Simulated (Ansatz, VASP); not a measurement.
## LiCl: VASP beside Ansatz

POSCAR

```
LiCl
1.0
    0.0000000000      2.6715575456      2.6715575456
    2.6715575456      0.0000000000      2.6715575456
    2.6715575456      2.6715575456      0.0000000000
Li Cl
1 1
Direct
    0.0000000000      0.0000000000      0.0000000000
    0.5000000000      0.5000000000      0.5000000000
```

Contents of INCAR.step1:

```
SYSTEM = LiCl
ALGO = Normal ; EDIFF = 1E-4
ENCUT = 520 ; GGA = PE
ISMEAR = 0 ; LASPH = .TRUE.
LCHARG = .FALSE. ; LREAL = .FALSE.
LWAVE = .TRUE. ; NBANDS = 12
NELM = 60 ; PREC = Accurate
SIGMA = 0.01
```

Contents of INCAR.step2:

```
SYSTEM = LiCl
ALGO = Normal ; EDIFF = 1E-7
ENCUT = 520 ; ISIF = 2
ISMEAR = 0 ; ISTART = 1
LASPH = .TRUE. ; LCHARG = .TRUE.
LELF = .TRUE. ; LMIXTAU = .TRUE.
LREAL = .FALSE. ; LVHAR = .TRUE.
LWAVE = .FALSE. ; METAGGA = R2SCAN
NBANDS = 12 ; NELM = 60
PREC = Accurate ; SIGMA = 0.01
```

The input KPOINTS:

```
k-points
0
G
  8 8 8
  0 0 0
```

Input for Ansatz:

```yaml
crystal:
  lattice:
    - [0.0, 2.6715575456, 2.6715575456]
    - [2.6715575456, 0.0, 2.6715575456]
    - [2.6715575456, 2.6715575456, 0.0]
  atoms:
    - { symbol: Li, position: [0.0, 0.0, 0.0] }
    - { symbol: Cl, position: [0.5, 0.5, 0.5] }
kpoints:
  mp_grid: { grid: [8, 8, 8] }
  band_path:
    path:
      - [0.0, 0.0, 0.0]
      - [0.5, 0.0, 0.5]
      - [0.625, 0.25, 0.625]
      - [0.375, 0.375, 0.75]
      - [0.5, 0.5, 0.5]
      - [0.5, 0.25, 0.75]
      - [-0.072917, 0.0, 0.072917]
    npoints: 1
hamiltonian:
  xc: r2scan
scf:
  occupations: { method: fixed }
  n_extra_bands: 4
output:
  forces: true
  stress: true
  eigenvalues: true
```

Change from the starting cell: hydrostatic strain +4.5%.

Alike in both runs: task single point; functional r2SCAN; k mesh 8 × 8 × 8; no spin polarisation.

|  | VASP | Ansatz |
| --- | --- | --- |
| version | VASP 6.6.1 | Ansatz 0.2.0 |
| potentials or method | VASP PAW PBE potentials, release 64 (Li_sv, Cl) | plane waves, PAW |
| plane-wave cutoff (eV) | 520 | 500 |
| occupations | gaussian, width 0.01 eV | fixed |
| valence electrons in the cell | 10 | 10 |

Ansatz gave:

```
gap on the k mesh at the Fermi level (eV) : 6.54
```

Q: Estimate VASP's values.

A: gap on the k mesh at the Fermi level (eV): 6.63.

VASP's potentials were made for PBE, not for r2SCAN.

Noted on VASP's run: the cutoff is short for stress, so the pressure is rough.
